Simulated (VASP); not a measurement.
## C: vibrations by perturbation theory with PBEsol

Crystal: C.

```xyz
2
Lattice="0.0000 2.1270 3.3480 1.2280 0.0000 3.3480 1.2280 2.1270 0.0000" Properties=species:S:1:pos:R:3 pbc="T T T"
C     1.2280    0.7090    3.3480
C     1.2280    3.5450    3.3480
```

```json
{
 "Program": "VASP 6.6.1",
 "Task": "vibrations by perturbation theory",
 "Functional": "PBEsol",
 "Potentials or basis": "VASP PAW PBE potentials, release 64 (C)",
 "Cutoff": "520 eV",
 "k mesh": "16 × 16 × 16",
 "Occupations": "fermi-dirac, width 0.15 eV",
 "Spin": "no spin polarisation",
 "Dipole correction": "no",
 "Further INCAR settings": "ALGO = Normal; EDIFF = 1e-08; NBANDS = 11; IBRION = 8; NSW = 1"
}
```

* Highest phonon frequency at Γ: 1587 cm⁻¹

Phonon frequencies in cm⁻¹ (negative: imaginary):
| q point | frequencies |
| --- | --- |
| (0.000, 0.000, 0.000) | 0 0 0 866 1584 1587 |

It took 15 min on 1 thread of Oxide Virtual Turin-like Processor, on a shared host, peak memory 0.47 GiB.

Caveat: the cell stands under pressure or tension, which shifts response properties.
